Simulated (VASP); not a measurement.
A run of VASP 6.6.1 is set up as follows.

INCAR

```
  ALGO = Normal
  EDIFF = 1E-6
  ENCUT = 500
  GGA = PE
  GGA_COMPAT = F
  ISIF = 2
  ISMEAR = -1
  LASPH = T
  LCHARG = F
  LREAL = F
  LWAVE = F
  NBANDS = 18
  NELM = 120
  PREC = Accurate
  SIGMA = 0.03
```

File KPOINTS:

```
k-points
0
Gamma
  9 9 5
```

POSCAR

```
TaS2
1.0
    3.3940861513      0.0000000000      0.0000000000
   -1.6970430756      2.9393648297      0.0000000000
    0.0000000000      0.0000000000      5.9371141064
Ta S
1 2
Direct
    0.0000000000      0.0000000000      0.0000000000
    0.3333333333      0.6666666667      0.2500000000
    0.6666666667      0.3333333333      0.7500000000
```

Potentials or basis: VASP PAW PBE potentials, release 64 (Ta_pv, S).

Command:

```sh
$ cat potpaw_PBE.64/Ta_pv/POTCAR potpaw_PBE.64/S/POTCAR > POTCAR
$ mpirun -np 1 vasp_std > vasp.out
```

Task: What does it give for the pressure?

Result: 3.3 GPa.

Task: What does it give for the largest force?

Result: 0.595 eV/Å.

Forces on the atoms (eV/Å):
```
Ta   0.000  0.000  0.000
S    0.000  0.000  0.595
S    0.000  0.000 -0.595
```

Caveat: this functional lacks dispersion, which binds the layers, so the pressure and a relaxed spacing across them are unreliable.
